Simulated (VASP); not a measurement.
# Cd2Te (P-3m1) in VASP: a series of runs

The runs below take Cd2Te through single point, relaxation of cell and atoms, with PBE.

Everything below comes from runs of VASP 6.6.1. Logs are shortened: lines on timing, memory, paths and dates and some standing lists are left out, and cuts for length are marked.

## Step 1: The cell of the first run

It takes space group P-3m1 (No. 164, trigonal). Conventional cell: a = 4.301 Å, b = 4.301 Å, c = 5.339 Å, α = 90.00°, β = 90.00°, γ = 120.00°. Within 4.0 Å of Cd (site symmetry 3m) lie 3 Te at 3.03 Å and 3 Cd at 3.10 Å. Te (site symmetry -3m) has 6 Cd at 3.03 Å within 4.0 Å.

The cell was generated, and may not be a known phase.

## Step 2: Single point, PBE

The input, INCAR:

```
  PREC = Accurate
  ENCUT = 520
  EDIFF = 1E-6
  ISMEAR = 0
  SIGMA = 0.1
  LREAL = False
  LASPH = True
  NELM = 80
  ALGO = Fast
  ISIF = 2
  LWAVE = False
  LCHARG = True
  GGA = PE
  LELF = True
  LVHAR = True
  NBANDS = 22
```

The input, KPOINTS:

```
Automatic mesh
0
Gamma
  12 12 8
```

The input, POSCAR:

```
Cd2Te
1.0
    4.3009979895      0.0000000000      0.0000000000
   -2.1504989947      3.7247735206      0.0000000000
    0.0000000000      0.0000000000      5.3391620397
Cd Te
2 1
Direct
    0.3333333333      0.6666666667      0.3262313735
    0.6666666667      0.3333333333      0.6737686265
    0.0000000000      0.0000000000      0.0000000000
```

Potentials or basis: VASP PAW PBE potentials, release 64 (Cd, Te).

Launch:

```bash
> cat potpaw_PBE.64/Cd/POTCAR potpaw_PBE.64/Te/POTCAR > POTCAR
> mpirun -np 1 vasp_std > vasp.out
```

OUTCAR:

```text
PREC = Accurate
   ENCUT = 520
   EDIFF = 1E-6
   ISMEAR = 0
   LREAL = False
   LASPH = True
   NELM = 80
   ISIF = 2
   GGA = PE

 ion  position               nearest neighbor table
   1  0.333  0.667  0.326-   3 3.03   3 3.03   3 3.03   2 3.10   2 3.10   2 3.10
   2  0.667  0.333  0.674-   3 3.03   3 3.03   3 3.03   1 3.10   1 3.10   1 3.10
   3  0.000  0.000  0.000-   1 3.03   2 3.03   2 3.03   1 3.03   2 3.03   1 3.03

  LATTYP: Found a hexagonal cell.
 ALAT       =     4.3009979895
 C/A-ratio  =     1.2413774786

  Lattice vectors:

 A1 = (   4.3009979895,   0.0000000000,   0.0000000000)
 A2 = (  -2.1504989947,   3.7247735206,   0.0000000000)
 A3 = (   0.0000000000,   0.0000000000,   5.3391620397)

Analysis of symmetry for initial positions (statically):
=====================================================================
 Subroutine PRICEL returns:
 Original cell was already a primitive cell.

 Routine SETGRP: Setting up the symmetry group for a
 hexagonal supercell.

 Subroutine GETGRP returns: Found 12 space group operations
 (whereof 12 operations were pure point group operations)
 out of a pool of 24 trial point group operations.

The static configuration has the point symmetry D_3d.

Analysis of symmetry for dynamics (positions and initial velocities):
=====================================================================
 Subroutine PRICEL returns:
 Original cell was already a primitive cell.

 Routine SETGRP: Setting up the symmetry group for a
 hexagonal supercell.

 Subroutine GETGRP returns: Found 12 space group operations
 (whereof 12 operations were pure point group operations)
 out of a pool of 24 trial point group operations.

The dynamic configuration has the point symmetry D_3d.

 Subroutine INISYM returns: Found 12 space group operations
 (whereof 12 operations are pure point group operations),
 and found     1 'primitive' translations

----------------------------------------------------------------------------------------

                                     Primitive cell

  volume of cell :      85.5347

  direct lattice vectors                    reciprocal lattice vectors
[... 83 lines left out ...]
   ISPIN  =      1    spin polarized calculation?
   LNONCOLLINEAR =      F non collinear calculations
   LSORBIT =      F    spin-orbit coupling
   LASPH  =      T    aspherical Exc in radial PAW
   ENCUT  =  520.0 eV  38.22 Ry    6.18 a.u.   8.00  8.00  9.93*2*pi/ulx,y,z
   NELM   =     80;   NELMIN=  2; NELMDL= -5     # of ELM steps
   EDIFF  = 0.1E-05   stopping-criterion for ELM
   LREAL  =      F    real-space projection
   EDIFFG = 0.1E-04   stopping-criterion for IOM
   NSW    =      0    number of steps for IOM
   IBRION =     -1    ionic relax: 0-MD 1-quasi-New 2-CG
   NFREE  =      0    steps in history (QN), initial steepest desc. (CG)
   ISIF   =      2    stress and relaxation
   ISYM   =      2    0-nonsym 1-usesym 2-fastsym
   POTIM  = 0.5000    time-step for ionic-motion
   TEBEG  =    0.0;   TEEND  =   0.0 temperature during run
   PSTRESS=    0.0 pullay stress
   NELECT =      30.0000    total number of electrons
   NUPDOWN=      -1.0000    fix difference up-down
   EMIN   =  10.00;   EMAX   =-10.00  energy-range for DOS
   EFERMI =   0.00;   METHOD = LEGACY
   ISMEAR =     0;   SIGMA  =   0.10  broadening in eV -4-tet -1-fermi 0-gaus
   EFERMI_NEDOS =   21; number of points for ismear=-14 and -15
   IALGO  =     68    algorithm
   IMIX   =      4    mixing-type and parameters
     AMIX     =   0.40;   BMIX     =  1.00
     AMIX_MAG =   1.60;   BMIX_MAG =  1.00
  volume/ion in A,a.u.               =      28.51       192.41
  Fermi-wavevector in a.u.,A,eV,Ry     =   1.154519  2.181725 18.135405  1.332915
  Thomas-Fermi vector in A             =   2.291155
   LORBIT       =      0    0 simple, 1 ext, 2 COOP (PROOUT), +10 PAW based schemes
   GGA     = PE    functional components
   LHFCALC =     F    Hartree Fock is set to
   AEXX    =    0.0000 exact exchange contribution
   IVDW    =     0    specifies the selected vdW correction
   LEPSILON=     F    determine dielectric tensor
   LRPA    =     F    only Hartree local field effects (RPA)
 non-spin polarized calculation
 RMM-DIIS sequential band-by-band and
 Gauss-broadening in eV      SIGMA  =   0.10
  energy-cutoff  :      520.00
  volume of cell :       85.53
 maximum number of plane-waves:      2334
   NGX = 15   NGY = 15   NGZ = 19

 number of electron      29.9999994 magnetization

 Free energy of the ion-electron system (eV)
  ---------------------------------------------------
  ext. energy  EPLUGINS =         0.00000000
  ---------------------------------------------------
  free energy    TOTEN  =        -5.01906974 eV

  energy without entropy =       -5.01494591  energy(sigma->0) =       -5.01700783

 E-fermi :   3.1182     XC(G=0):  -9.6490

 val. band max:        3.0897382353   @ k =   0.3333   0.0833   0.1250
 cond. band min:       3.1294450935   @ k =   0.0833   0.0000   0.3750
 fundamental gap:      0.0397068582
 Fermi energy:         3.1181668451

 k-point     1 :       0.0000    0.0000    0.0000
  band No.  band energies     occupation
      1      -8.4498      2.00000
      2      -5.6641      2.00000
      3      -5.6641      2.00000
      4      -5.5461      2.00000
      5      -5.4480      2.00000
      6      -5.4480      2.00000
[... 589 lines left out ...]
     21      11.0057      0.00000
     22      11.0554      0.00000

 [... further k-points ...]

------------------------ aborting loop because EDIFF is reached ----------------------------------------

  FORCE on cell =-STRESS in cart. coord.  units (eV):
  Direction    XX          YY          ZZ          XY          YZ          ZX
  --------------------------------------------------------------------------------------
  -------------------------------------------------------------------------------------
  Total        0.0755179      0.0755179      0.0712960      0.0000000     -0.0000000      0.0000000
  in kB        1.4145500      1.4145500      1.3354683      0.0000000     -0.0000000      0.0000000
  external PRESSURE =       1.3881894 kB  Pullay stress =       0.0000000 kB

 VOLUME and BASIS-vectors are now :
 -----------------------------------------------------------------------------
  energy-cutoff  :      520.00
  volume of cell :       85.53
      direct lattice vectors                 reciprocal lattice vectors
     4.300997989  0.000000000  0.000000000     0.232504178  0.134236349  0.000000000
    -2.150498995  3.724773521  0.000000000     0.000000000  0.268472699  0.000000000
     0.000000000  0.000000000  5.339162040     0.000000000  0.000000000  0.187295308

 POSITION                                       TOTAL-FORCE (eV/Angst)
 -----------------------------------------------------------------------------------
     -0.00000      2.48318      1.74180        -0.000000      0.000000      0.003708
      2.15050      1.24159      3.59736        -0.000000     -0.000000     -0.003708
      0.00000      0.00000      0.00000         0.000000      0.000000     -0.000000
 -----------------------------------------------------------------------------------
    total drift:                               -0.000000      0.000000     -0.000000

  FREE ENERGIE OF THE ION-ELECTRON SYSTEM (eV)
  ---------------------------------------------------
  free  energy   TOTEN  =        -5.0190697389 eV

  energy  without entropy=       -5.0149459132  energy(sigma->0) =       -5.01700783
```

OSZICAR:

```text
N       E                     dE             d eps       ncg     rms          rms(c)
DAV:   1     0.190659752273E+03    0.19066E+03   -0.14169E+04  5772   0.123E+03
DAV:   2     0.130490327432E+01   -0.18935E+03   -0.18173E+03  6388   0.314E+02
DAV:   3    -0.528495122615E+01   -0.65899E+01   -0.65448E+01  6900   0.605E+01
DAV:   4    -0.532313475911E+01   -0.38184E-01   -0.38170E-01  6216   0.433E+00
DAV:   5    -0.532355534498E+01   -0.42059E-03   -0.42058E-03  7006   0.470E-01    0.603E+00
RMM:   6    -0.503325147904E+01    0.29030E+00   -0.50837E-01  5773   0.462E+00    0.428E+00
RMM:   7    -0.502013807746E+01    0.13113E-01   -0.75009E-02  6071   0.127E+00    0.181E+00
RMM:   8    -0.501895055798E+01    0.11875E-02   -0.69580E-03  6329   0.800E-01    0.274E-01
RMM:   9    -0.501903870481E+01   -0.88147E-04   -0.12982E-03  6576   0.260E-01    0.492E-02
RMM:  10    -0.501906380629E+01   -0.25101E-04   -0.16572E-04  6512   0.115E-01    0.328E-02
RMM:  11    -0.501907138167E+01   -0.75754E-05   -0.63619E-05  6658   0.555E-02    0.151E-02
RMM:  12    -0.501907004448E+01    0.13372E-05   -0.89273E-06  6515   0.274E-02    0.538E-03
RMM:  13    -0.501906973894E+01    0.30553E-06   -0.18274E-06  4676   0.105E-02
   1 F= -.50190697E+01 E0= -.50170078E+01  d E =-.412383E-02
```

Wall time 4.3 min (1 thread of Intel Xeon 8259CL, shared host); peak memory 0.37 GiB.

Results:

```yaml
Free_energy: -5.0191 eV
Pressure: 0.1 GPa
Largest_force: 0.004 eV/Å
Band_gap_on_the_k_mesh: zero (bands 15 and 16 overlap by 2.71 eV)
```

Forces in eV/Å, atoms in the order of the input:
```
Cd   0.000  0.000  0.004
Cd   0.000  0.000 -0.004
Te   0.000  0.000  0.000
```

Caveat: spin-orbit coupling is left out, which moves the levels of the heavy elements.

## Step 3: Single point, PBE

The input, INCAR:

```
SYSTEM = Cd2Te
ALGO = Fast
EDIFF = 1E-7
ENCUT = 520
GGA = PE
ISIF = 2
ISMEAR = 0
LASPH = .TRUE.
LCHARG = .FALSE.
LREAL = .FALSE.
LWAVE = .FALSE.
NBANDS = 22
NELM = 60
PREC = Accurate
SIGMA = 0.1
```

The input, KPOINTS:

```
k-points
0
G
  12 12 8
  0 0 0
```

The input, POSCAR:

```
Cd2Te
1.0
    4.3007718333      0.0000000000      0.0000000000
   -2.1503859166      3.7245776635      0.0000000000
    0.0000000000      0.0000000000      5.3393697772
Cd Te
2 1
Direct
    0.3333333333      0.6666666667      0.3263014915
    0.6666666667      0.3333333333      0.6736985085
    0.0000000000      0.0000000000      0.0000000000
```

Potentials or basis: VASP PAW PBE potentials, release 64 (Cd, Te).

Launch:

```bash
> cat potpaw_PBE.64/Cd/POTCAR potpaw_PBE.64/Te/POTCAR > POTCAR
> mpirun -np 1 vasp_std > vasp.out
```

OUTCAR:

```text
SYSTEM = Cd2Te
   EDIFF = 1E-7
   ENCUT = 520
   GGA = PE
   ISIF = 2
   ISMEAR = 0
   LASPH = .TRUE.
   LREAL = .FALSE.
   NELM = 60
   PREC = Accurate

 ion  position               nearest neighbor table
   1  0.333  0.667  0.326-   3 3.03   3 3.03   3 3.03   2 3.10   2 3.10   2 3.10
   2  0.667  0.333  0.674-   3 3.03   3 3.03   3 3.03   1 3.10   1 3.10   1 3.10
   3  0.000  0.000  0.000-   1 3.03   2 3.03   1 3.03   2 3.03   2 3.03   1 3.03

  LATTYP: Found a hexagonal cell.
 ALAT       =     4.3007718333
 C/A-ratio  =     1.2414910589

  Lattice vectors:

 A1 = (   4.3007718333,   0.0000000000,   0.0000000000)
 A2 = (  -2.1503859166,   3.7245776635,   0.0000000000)
 A3 = (   0.0000000000,   0.0000000000,   5.3393697772)

Analysis of symmetry for initial positions (statically):
=====================================================================
 Subroutine PRICEL returns:
 Original cell was already a primitive cell.

 Routine SETGRP: Setting up the symmetry group for a
 hexagonal supercell.

 Subroutine GETGRP returns: Found 12 space group operations
[... 165 lines left out ...]

  energy without entropy =       -5.01493521  energy(sigma->0) =       -5.01700087

 E-fermi :   3.1182     XC(G=0):  -9.6494

 val. band max:        3.0903120302   @ k =   0.3333   0.0833   0.1250
 cond. band min:       3.1293260650   @ k =   0.0833   0.0000   0.3750
 fundamental gap:      0.0390140348
 Fermi energy:         3.1181955741

 k-point     1 :       0.0000    0.0000    0.0000
  band No.  band energies     occupation
      1      -8.4489      2.00000
      2      -5.6645      2.00000
      3      -5.6645      2.00000
      4      -5.5463      2.00000
      5      -5.4483      2.00000
      6      -5.4483      2.00000
[... 589 lines left out ...]
     21      11.0065      0.00000
     22      11.0502      0.00000

 [... further k-points ...]

------------------------ aborting loop because EDIFF is reached ----------------------------------------

  FORCE on cell =-STRESS in cart. coord.  units (eV):
  Direction    XX          YY          ZZ          XY          YZ          ZX
  --------------------------------------------------------------------------------------
  -------------------------------------------------------------------------------------
  Total        0.0851760      0.0851760      0.0784681      0.0000000      0.0000000      0.0000000
  in kB        1.5955641      1.5955641      1.4699076      0.0000000      0.0000000      0.0000000
  external PRESSURE =       1.5536786 kB  Pullay stress =       0.0000000 kB

 VOLUME and BASIS-vectors are now :
 -----------------------------------------------------------------------------
  energy-cutoff  :      520.00
  volume of cell :       85.53
      direct lattice vectors                 reciprocal lattice vectors
     4.300771833  0.000000000  0.000000000     0.232516404  0.134243408  0.000000000
    -2.150385917  3.724577663  0.000000000     0.000000000  0.268486817  0.000000000
     0.000000000  0.000000000  5.339369777     0.000000000  0.000000000  0.187288021

 POSITION                                       TOTAL-FORCE (eV/Angst)
 -----------------------------------------------------------------------------------
     -0.00000      2.48305      1.74224        -0.000000     -0.000000      0.002602
      2.15039      1.24153      3.59713         0.000000      0.000000     -0.002602
      0.00000      0.00000      0.00000        -0.000000      0.000000     -0.000000
 -----------------------------------------------------------------------------------
    total drift:                               -0.000000      0.000000     -0.000000

  FREE ENERGIE OF THE ION-ELECTRON SYSTEM (eV)
  ---------------------------------------------------
  free  energy   TOTEN  =        -5.0190665335 eV

  energy  without entropy=       -5.0149352065  energy(sigma->0) =       -5.01700087
```

OSZICAR:

```text
N       E                     dE             d eps       ncg     rms          rms(c)
DAV:   1     0.191751383277E+03    0.19175E+03   -0.14132E+04  5764   0.123E+03
DAV:   2     0.138184587350E+01   -0.19037E+03   -0.18247E+03  6424   0.315E+02
DAV:   3    -0.528420824009E+01   -0.66661E+01   -0.66316E+01  6826   0.609E+01
DAV:   4    -0.532330620372E+01   -0.39098E-01   -0.39090E-01  6296   0.437E+00
DAV:   5    -0.532373690685E+01   -0.43070E-03   -0.43070E-03  6924   0.474E-01    0.603E+00
RMM:   6    -0.503325598417E+01    0.29048E+00   -0.50886E-01  5772   0.462E+00    0.428E+00
RMM:   7    -0.502013753369E+01    0.13118E-01   -0.75114E-02  6070   0.127E+00    0.181E+00
RMM:   8    -0.501894734313E+01    0.11902E-02   -0.69630E-03  6336   0.800E-01    0.275E-01
RMM:   9    -0.501903539141E+01   -0.88048E-04   -0.12994E-03  6573   0.261E-01    0.492E-02
RMM:  10    -0.501906046833E+01   -0.25077E-04   -0.16537E-04  6511   0.115E-01    0.327E-02
RMM:  11    -0.501906810243E+01   -0.76341E-05   -0.63901E-05  6664   0.556E-02    0.151E-02
RMM:  12    -0.501906679568E+01    0.13067E-05   -0.86212E-06  6537   0.269E-02    0.562E-03
RMM:  13    -0.501906643735E+01    0.35833E-06   -0.19142E-06  6624   0.108E-02    0.291E-03
RMM:  14    -0.501906653353E+01   -0.96187E-07   -0.41943E-07  5605   0.501E-03
   1 F= -.50190665E+01 E0= -.50170009E+01  d E =-.413133E-02
```

stdout:

```text
POSCAR found type information on POSCAR CdTe
 POSCAR found :  2 types and       3 ions
 scaLAPACK will be used
 LDA part: xc-table for (Slater+PW92), standard interpolation
 POSCAR, INCAR and KPOINTS ok, starting setup
 FFT: planning ... GRIDC
 FFT: planning ... GRID_SOFT
 FFT: planning ... GRID
 WAVECAR not read
 entering main loop
```

It took 4.3 min on 1 thread of Intel Xeon 8259CL, shared host; peak memory 0.36 GiB.

Results:

- Free energy: -5.0191 eV
- Pressure: 0.2 GPa
- Band gap on the k mesh: zero (bands 15 and 16 overlap by 2.71 eV)

Forces on the atoms (eV/Å):
```
Cd   0.000  0.000  0.003
Cd   0.000  0.000 -0.003
Te   0.000  0.000  0.000
```

Levels at points of the mesh, in eV from the Fermi level:
| k point | band 13 | band 14 | band 15 | band 16 | band 17 | band 18 |
| --- | --- | --- | --- | --- | --- | --- |
| (0.00, 0.00, 0.00) | -3.52 | -0.52 | -0.52 | 2.93 | 3.89 | 3.89 |
| (0.50, 0.00, 0.00) | -1.96 | -1.81 | -1.05 | 0.07 | 1.27 | 4.37 |
| (0.00, 0.00, 0.50) | -0.55 | -0.55 | 0.61 | 1.13 | 5.23 | 5.23 |
| (0.50, 0.00, 0.50) | -3.52 | -2.92 | -1.26 | 2.04 | 2.08 | 2.73 |

Caveat: spin-orbit coupling is left out, which moves the levels of the heavy elements.

## Step 4: Relaxation of cell and atoms, PBE

The input, INCAR:

```
  PREC = Accurate
  ENCUT = 600
  EDIFF = 1E-6
  ISMEAR = 0
  SIGMA = 0.1
  LREAL = False
  LASPH = True
  NELM = 100
  ALGO = Fast
  ISIF = 3
  LWAVE = False
  LCHARG = False
  GGA = PE
  IBRION = 2
  NSW = 80
  EDIFFG = -0.001
```

The input, KPOINTS:

```
Automatic mesh
0
Gamma
  12 12 8
```

The input, POSCAR:

```
Cd2Te
1.0
    4.3009979895      0.0000000000      0.0000000000
   -2.1504989947      3.7247735206      0.0000000000
    0.0000000000      0.0000000000      5.3391620397
Cd Te
2 1
Direct
    0.3333333333      0.6666666667      0.3262313735
    0.6666666667      0.3333333333      0.6737686265
    0.0000000000      0.0000000000      0.0000000000
```

Launch:

```bash
> cat potpaw_PBE.64/Cd/POTCAR potpaw_PBE.64/Te/POTCAR > POTCAR
> mpirun -np 1 vasp_std > vasp.out
```

Run time: 29 min. Hardware: 1 thread of Intel Xeon 8259CL, shared host; peak memory 0.44 GiB.

Results (log left out):

| Property | Result |
| --- | --- |
| Free energy | -5.0185 eV |
| Relaxed volume | 28.58 Å³/atom |
| Relaxed cell | a = 4.305 Å, b = 4.305 Å, c = 5.342 Å, α = 90.00°, β = 90.00°, γ = 120.00° |
| Space group after relaxing (to 0.1 Å) | P-3m1 (No. 164) |
| Energy gained by relaxing | 0.0 meV/atom |
| Ionic steps | 24 |
| Pressure after relaxing | 0.0 GPa |
| Band gap on the k mesh | zero (bands 15 and 16 overlap by 2.71 eV) |

Final structure:
```yaml
crystal:
  lattice:
    - [4.30544, 0.00000, 0.00000]
    - [-2.15272, 3.72862, 0.00000]
    - [0.00000, 0.00000, 5.34171]
  atoms:
    - { symbol: Cd, position: [0.33333, 0.66667, 0.32616] }
    - { symbol: Cd, position: [0.66667, 0.33333, 0.67384] }
    - { symbol: Te, position: [0.00000, 0.00000, 0.00000] }
```

Levels at points of the mesh, in eV from the Fermi level:
```
           k point  band 12  band 13  band 14  band 15  band 16  band 17  band 18  band 19
(0.00, 0.00, 0.00)    -3.91    -3.51    -0.52    -0.52     2.92     3.88     3.88     4.95
(0.50, 0.00, 0.00)    -5.23    -1.96    -1.80    -1.05     0.07     1.28     4.37     5.28
(0.00, 0.00, 0.50)    -6.08    -0.55    -0.55     0.61     1.11     5.22     5.22     5.54
(0.50, 0.00, 0.50)    -4.54    -3.50    -2.91    -1.26     2.03     2.08     2.73     6.51
```

Caveat: spin-orbit coupling is left out, which moves the levels of the heavy elements.

The gap in the log of VASP goes by the Fermi energy; the results here count the filled bands.